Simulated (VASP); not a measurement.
**Si (a cell with a defect): single point with LDA**

Si (a cell with a defect):

```
Si
1.0
    10.86000    0.00000    0.00000
     0.00000   10.86000    0.00000
     0.00000    0.00000   10.86000
Si
63
Direct
  0.50090 0.99895 0.99746
  0.62351 0.12457 0.12401
  0.74989 0.25189 0.00155
  0.87363 0.38018 0.12980
  0.75154 0.99973 0.24912
  0.87481 0.12537 0.37464
  0.00038 0.00057 0.99918
  0.12447 0.12636 0.12501
  0.24987 0.24998 0.99961
  0.37348 0.37539 0.12501
  0.49926 0.49949 0.99915
  0.62489 0.62449 0.12405
  0.75007 0.74977 0.99947
  0.87536 0.87493 0.12408
  0.25025 0.00055 0.24918
  0.37507 0.12478 0.37472
  0.49928 0.24955 0.24913
  0.62491 0.37444 0.37413
  0.74818 0.50906 0.25868
  0.85116 0.64846 0.39795
  0.50387 0.99599 0.49799
  0.62654 0.12279 0.62291
  0.75007 0.24985 0.49940
  0.87534 0.37450 0.62452
  0.75142 0.99627 0.74590
  0.87481 0.12492 0.87452
  0.99892 0.50096 0.00157
  0.11971 0.62626 0.12977
  0.24804 0.75000 0.00151
  0.37529 0.87637 0.12406
  0.99893 0.25196 0.25059
  0.11970 0.38016 0.37591
  0.24789 0.50095 0.25059
  0.37449 0.62504 0.37465
  0.50015 0.74830 0.24913
  0.62910 0.87076 0.37154
  0.00036 0.99977 0.49793
  0.12549 0.12458 0.62593
  0.24804 0.25186 0.49964
  0.37528 0.37444 0.62597
  0.50013 0.49951 0.49792
  0.62891 0.62184 0.62058
  0.87812 0.87134 0.62096
  0.25203 0.99893 0.74855
  0.37499 0.12485 0.87446
  0.50090 0.24785 0.74856
  0.62353 0.37436 0.87421
  0.75153 0.49948 0.74939
  0.87481 0.62503 0.87498
  0.99070 0.75159 0.25873
  0.12533 0.87488 0.37416
  0.99064 0.50918 0.50117
  0.12531 0.62453 0.62449
  0.25000 0.74978 0.49941
  0.37710 0.87329 0.62290
  0.00037 0.24959 0.75016
  0.12448 0.37538 0.87598
  0.25024 0.49955 0.75017
  0.37503 0.62510 0.87441
  0.50380 0.74839 0.74570
  0.62654 0.87329 0.87243
  0.00037 0.74833 0.74941
  0.12551 0.87631 0.87421
```

```
Program                : VASP 6.6.1
Task                   : single point
Functional             : LDA
Potentials or basis    : VASP PAW LDA potentials, release 64 (Si)
Cutoff                 : 520 eV
k mesh                 : 1 × 1 × 1
Occupations            : fermi-dirac, width 0.05 eV
Spin                   : no spin polarisation
Dipole correction      : no
Further INCAR settings : LREAL = Auto; ALGO = Normal; EDIFF = 1e-07; NBANDS = 163
```

```
Pressure               : -1.7 GPa
Largest force          : 0.360 eV/Å
Band gap on the k mesh : zero (filled and empty bands touch)
```

Forces on the atoms (eV/Å):
```
Si  -0.004  0.005  0.006
Si  -0.003 -0.001  0.007
Si  -0.006  0.002  0.000
Si   0.014 -0.023 -0.023
Si   0.002  0.007  0.003
Si   0.000  0.003  0.004
Si  -0.007  0.001  0.003
Si   0.000 -0.001 -0.002
Si  -0.006  0.003 -0.001
Si   0.001 -0.002 -0.001
Si   0.000  0.008  0.004
Si   0.000 -0.002 -0.004
Si  -0.003  0.002  0.001
Si   0.001 -0.001 -0.003
Si  -0.004  0.000  0.006
Si  -0.014  0.015  0.004
Si   0.000  0.004  0.008
Si   0.000 -0.002 -0.003
Si   0.003 -0.051 -0.053
Si   0.208 -0.207 -0.208
Si  -0.039  0.039  0.019
Si  -0.009  0.018  0.008
Si  -0.003  0.003  0.001
Si   0.001 -0.001  0.000
Si  -0.021  0.040  0.040
Si   0.000  0.013  0.016
Si   0.003 -0.003 -0.011
Si   0.023 -0.014 -0.023
Si  -0.002  0.007  0.000
Si   0.001  0.003  0.006
Si   0.003 -0.010 -0.003
Si   0.022 -0.023 -0.014
Si   0.009 -0.003 -0.003
Si  -0.003  0.001  0.003
Si  -0.006 -0.001  0.003
Si  -0.062  0.061  0.015
Si  -0.001  0.006 -0.001
Si  -0.005 -0.002  0.002
Si  -0.002  0.002  0.006
Si   0.002  0.006  0.003
Si  -0.006  0.001 -0.001
Si  -0.062  0.016  0.062
Si  -0.014  0.062  0.061
Si  -0.007  0.004  0.005
Si  -0.006  0.006  0.009
Si  -0.004  0.008  0.004
Si  -0.002  0.005 -0.001
Si   0.002  0.001  0.006
Si   0.000  0.001  0.006
Si   0.050 -0.004 -0.051
Si   0.002 -0.001 -0.002
Si   0.051 -0.052 -0.002
Si   0.001  0.000  0.000
Si  -0.005  0.002  0.001
Si  -0.017  0.011  0.008
Si  -0.006  0.002  0.002
Si   0.000 -0.001 -0.002
Si  -0.003  0.005  0.001
Si  -0.013  0.001  0.016
Si  -0.039  0.020  0.041
Si  -0.009  0.008  0.018
Si  -0.001 -0.001  0.006
Si  -0.005  0.003 -0.002
```

Stress tensor (GPa, compression positive):
```
-1.68  0.27  0.27
 0.27 -1.67 -0.25
 0.27 -0.25 -1.67
```

Levels at points of the mesh, in eV from the Fermi level:
```
           k point  band 121  band 122  band 123  band 124  band 125  band 126  band 127  band 128  band 129  band 130
(0.00, 0.00, 0.00)     -1.61     -1.61     -0.80     -0.80     -0.76      0.04      0.04      0.06      0.14      0.15
```

Wall time 8.3 min on 1 thread of Intel Xeon 8259CL, with other jobs on the host, peak memory 0.68 GiB.

Caveat: the k points lie up to 0.58 Å⁻¹ apart.
